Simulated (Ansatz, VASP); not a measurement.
# Be4S: VASP beside Ansatz

```
Be S
1.0
     3.86094    0.00000    0.00000
     0.00000    3.86094    0.00000
     0.00000    0.00000    3.86094
Be S
4 1
Direct
  0.80107 0.80107 0.80107
  0.19893 0.19893 0.80107
  0.19893 0.80107 0.19893
  0.80107 0.19893 0.19893
  0.50000 0.50000 0.50000
```

Alike in both runs: task relaxation of cell and atoms; functional PBE; k mesh 10 × 10 × 10; occupations gaussian, width 0.1 eV; no spin polarisation.

|  | VASP | Ansatz |
| --- | --- | --- |
| version | VASP 6.6.1 | Ansatz 0.2.0 |
| potentials or method | VASP PAW PBE potentials, release 64 (Be, S), cutoff 600 eV | scalar-relativistic, plane waves, PAW |
| valence electrons in the cell | 14 | 14 |

VASP gave:

| Property | Result |
| --- | --- |
| gap on the k mesh at the Fermi level, each at its own relaxed structure (eV) | none |
| relaxed volume (Å³/atom) | 11.55 |
| relaxed cell length with the largest relative difference (Å) | 3.866 |

**Question.** Estimate Ansatz's values.

**Answer.** gap on the k mesh at the Fermi level, each at its own relaxed structure (eV): none; relaxed volume (Å³/atom): 11.55; relaxed cell length with the largest relative difference (Å): 3.865.

A gap of «none» marks a metal or a gap that the smearing closes.
